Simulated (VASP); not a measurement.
Set up this calculation in VASP 6.6.1, as the native input.

| Property | Result |
| --- | --- |
| Task | single point |
| Functional | PBEsol |
| Potentials or basis | VASP PAW PBE potentials, release 64 (Al) |
| Cutoff | 520 eV |
| k mesh | 17 × 17 × 9 |
| Occupations | fermi-dirac, width 0.05 eV |
| Spin | no spin polarisation |
| Dipole correction | no |
| Further INCAR settings | ALGO = Normal; EDIFF = 1e-07; NBANDS = 10 |

The structure of Al lies in POSCAR:

```
Al
1.0
    2.1022846698      0.0000000000      0.0000000000
   -1.0511423349      1.8206319300      0.0000000000
    0.0000000000      0.0000000000      3.4088334639
Al
2
Direct
    0.3333333333      0.6666666667      0.2500000000
    0.6666666667      0.3333333333      0.7500000000
```

This cell differs from its parent crystal: volume scaled by 0.4.

The input as run:

INCAR

```
PREC = Accurate
ENCUT = 520
EDIFF = 1E-7
ISMEAR = -1
SIGMA = 0.05
LREAL = False
LASPH = True
NELM = 100
ALGO = Normal
ISIF = 2
LWAVE = False
LCHARG = True
GGA = PS
LELF = True
LVHAR = True
NBANDS = 10
```

KPOINTS

```
regular mesh
0
Gamma
  17 17 9
```

Potentials or basis: VASP PAW PBE potentials, release 64 (Al).

Run with:

```console
$ cat potpaw_PBE.64/Al/POTCAR > POTCAR
$ mpirun -np 1 vasp_std > vasp.out
```

It gave:

```yaml
Pressure: 471.6 GPa
Band_gap_on_the_k_mesh: zero (band 3 reaches 26.74 eV, above the bottom of band 4 at 17.71 eV)
```

Caveat: the PAW data sets were made with another functional, which shifts forces and pressure a little.

Run time: 16 s on 1 thread of AMD EPYC 7R43 64-Core Processor (Zen 3) (shared host), peak memory 0.08 GiB.
